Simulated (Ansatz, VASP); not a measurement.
## ZnSe in VASP and in Ansatz

File INCAR:

```
ALGO = Normal ; EDIFF = 1E-7
ENCUT = 520 ; GGA = CA
ISIF = 2 ; ISMEAR = 0
LASPH = T ; LCHARG = F
LREAL = F ; LWAVE = F
NBANDS = 26 ; NELM = 100
PREC = Accurate ; SIGMA = 0.05
```

File KPOINTS:

```
k-points
0
Gamma
  8 8 6
```

File POSCAR:

```
ZnSe
1.0
    4.1030397429      0.0000000000      0.0000000000
    0.0000000000      4.1030397429      0.0000000000
    0.0000000000      0.0000000000      5.4151678808
Zn Se
2 2
Direct
    0.0000000000      0.0000000000      0.0000000000
    0.5000000000      0.5000000000      0.0000000000
    0.0000000000      0.5000000000      0.3361676647
    0.5000000000      0.0000000000      0.6638323353
```

Input for Ansatz:

```yaml
crystal:
  lattice:
    - [4.1030397429, 0.0, 0.0]
    - [0.0, 4.1030397429, 0.0]
    - [0.0, 0.0, 5.4151678808]
  atoms:
    - { symbol: Zn, position: [0.0, 0.0, 0.0] }
    - { symbol: Zn, position: [0.5, 0.5, 0.0] }
    - { symbol: Se, position: [0.0, 0.5, 0.3361676647] }
    - { symbol: Se, position: [0.5, 0.0, 0.6638323353] }
basis:
  ecutwfc: 520.0
kpoints:
  mp_grid: { grid: [8, 8, 6] }
hamiltonian:
  xc: lda
scf:
  occupations: { method: gaussian, width: 0.05 }
output:
  forces: true
  stress: true
  eigenvalues: true
```

Alike in both runs: task single point; functional LDA; k mesh 8 × 8 × 6; occupations gaussian, width 0.05 eV; no spin polarisation.

|  | VASP | Ansatz |
| --- | --- | --- |
| version | VASP 6.6.1 | Ansatz 0.2.0 |
| potentials or method | VASP PAW LDA potentials, release 64 (Zn, Se), cutoff 520 eV | scalar-relativistic, plane waves, PAW |
| valence electrons in the cell | 36 | 56 |

```csv
,VASP,Ansatz,Ansatz less VASP
gap on the k mesh at the Fermi level (eV),0.24,0.23,-0.012
least direct gap on the mesh (eV),0.24,0.23,-0.012
pressure (GPa),-11.0,-11.1,-0.17
"traceless stress, the component that is largest in VASP (GPa)",-5.38,-5.38,-0.002
rms of the force components (eV/Å),1.116,1.124,+0.0077
```

LDA's correlation is that of Perdew and Zunger in VASP and of Perdew and Wang (1992) in Ansatz. Atom by atom the forces differ by 0.008 eV/Å (rms over components). VASP's potentials hold 36 valence electrons a cell and Ansatz's 56, so a difference there can come from the potentials and not from the codes.
